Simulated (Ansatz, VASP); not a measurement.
One calculation of InO, two programs

```
CELL_PARAMETERS angstrom
3.45361 0.00000 0.00000
-1.72681 2.99092 0.00000
0.00000 0.00000 15.87710
ATOMIC_POSITIONS crystal
In 0.66667 0.33333 0.59002
In 0.66667 0.33333 0.40998
O 0.00000 0.00000 0.63987
O 0.00000 0.00000 0.36013
```

Alike in both runs: task single point; functional PBE; k mesh 12 × 12 × 4; occupations gaussian, width 0.03 eV; no spin polarisation.

|  | VASP | Ansatz |
| --- | --- | --- |
| version | VASP 6.6.1 | Ansatz 0.2.0 |
| potentials or method | VASP PAW PBE potentials, release 64 (In_d, O), cutoff 520 eV | scalar-relativistic, plane waves, PAW |
| valence electrons in the cell | 38 | 38 |

|  | VASP | Ansatz | Ansatz less VASP |
| --- | --- | --- | --- |
| gap on the k mesh at the Fermi level (eV) | 0.36 | 0.37 | +0.013 |
| least direct gap on the mesh (eV) | 1.09 | 1.10 | +0.011 |
| rms of the force components (eV/Å) | 0.006 | 0.025 | +0.0194 |

Atom by atom the forces differ by 0.019 eV/Å (rms over components). The functional is the same, so the differences come from potentials, cutoffs and numerics. Ansatz's warnings: xc potential rough in thin density.
